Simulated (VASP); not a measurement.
Wanted: the native input for a VASP 6.6.1 run.

- Task: single point
- Functional: PBE
- Potentials or basis: VASP PAW PBE potentials, release 64 (Mo_sv, Te)
- Cutoff: 520 eV
- k mesh: 6 × 6 × 6
- Occupations: methfessel-paxton, width 0.2 eV
- Spin: no spin polarisation
- Dipole correction: no
- Further INCAR settings: ALGO = Normal; EDIFF = 1e-06; NBANDS = 20

The structure of Te2Mo lies in POSCAR:

```
Te2Mo
1.0
    1.7734078919      1.0238775238      7.1041367115
   -1.7734078919      1.0238775238      7.1041367115
    0.0000000000     -2.0477550476      7.1041367115
Mo Te
1 2
Direct
   -0.0000368534     -0.0000368534     -0.0000368534
    0.4174226661      0.4174226661      0.4174226661
    0.2492808540      0.2492808540      0.2492808540
```

One way to write it, as run:

INCAR

```
  PREC = Accurate
  ENCUT = 520
  EDIFF = 1E-6
  ISMEAR = 1
  SIGMA = 0.2
  LREAL = False
  LASPH = True
  NELM = 60
  ALGO = Normal
  ISIF = 2
  LWAVE = False
  LCHARG = False
  GGA = PE
  NBANDS = 20
```

KPOINTS

```
regular mesh
0
Gamma
  6 6 6
```

Potentials or basis: VASP PAW PBE potentials, release 64 (Mo_sv, Te).

The run is started by

```sh
$ cat potpaw_PBE.64/Mo_sv/POTCAR potpaw_PBE.64/Te/POTCAR > POTCAR
$ mpirun -np 1 vasp_std > vasp.out
```

Results of the run:

| Quantity | Value |
| --- | --- |
| Pressure | 1.9 GPa |
| Largest force | 0.213 eV/Å |
| Band gap on the k mesh | 0.89 eV (least direct gap 1.07 eV) |

Caveat: spin-orbit coupling is left out, which moves the levels of the heavy elements.

It took 110 s on 1 thread of AMD EPYC 9R45 (Zen 5) (shared host), peak memory 0.38 GiB.
